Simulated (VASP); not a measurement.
Set up this calculation in VASP 6.6.1, as the native input.

* Task: electric field gradients
* Functional: PBE
* Dispersion: D3(BJ)
* Potentials or basis: VASP PAW PBE potentials, release 64 (Be)
* Cutoff: 520 eV
* k mesh: 21 × 21 × 12
* Occupations: fermi-dirac, width 0.15 eV
* Spin: no spin polarisation
* Dipole correction: no
* Further INCAR settings: ALGO = Normal; EDIFF = 1e-08; NBANDS = 9

The structure of Be lies in POSCAR:

```
Be
1.0
    2.2150643472      0.0000000000      0.0000000000
   -1.1075321736      1.9183019957      0.0000000000
    0.0000000000      0.0000000000      3.4983638154
Be
2
Direct
    0.3333333333      0.6666666667      0.2500000000
    0.6666666667      0.3333333333      0.7500000000
```

These files were run (other wordings do the same):

INCAR

```
ALGO = Normal
EDIFF = 1E-8
ENCUT = 520
GGA = PE
GGA_COMPAT = False
ISIF = 2
ISMEAR = -1
IVDW = 12
LASPH = True
LCHARG = False
LEFG = True
LREAL = False
LWAVE = False
NBANDS = 9
NELM = 120
PREC = Accurate
SIGMA = 0.15
```

KPOINTS

```
k-points
0
Gamma
  21 21 12
```

Potentials or basis: VASP PAW PBE potentials, release 64 (Be).

The run is started by

```bash
$ cat potpaw_PBE.64/Be/POTCAR > POTCAR
$ mpirun -np 1 vasp_std > vasp.out
```

It gave:

```
Pressure                   : 0.2 GPa
Band gap on the k mesh     : zero (band 2 reaches 8.56 eV, above the bottom of band 3 at 6.41 eV)
Dispersion energy per atom : -0.379 eV
```

Caveat: without QUAD_EFG the Cq values of the log hold for a quadrupole moment of 1 mb, not for the nuclei; pairwise dispersion overbinds metals, which lowers pressure and volume.

It took 21 s on 1 thread of Intel(R) Xeon(R) Platinum 8488C (Sapphire Rapids), with other jobs on the host, peak memory 0.15 GiB.
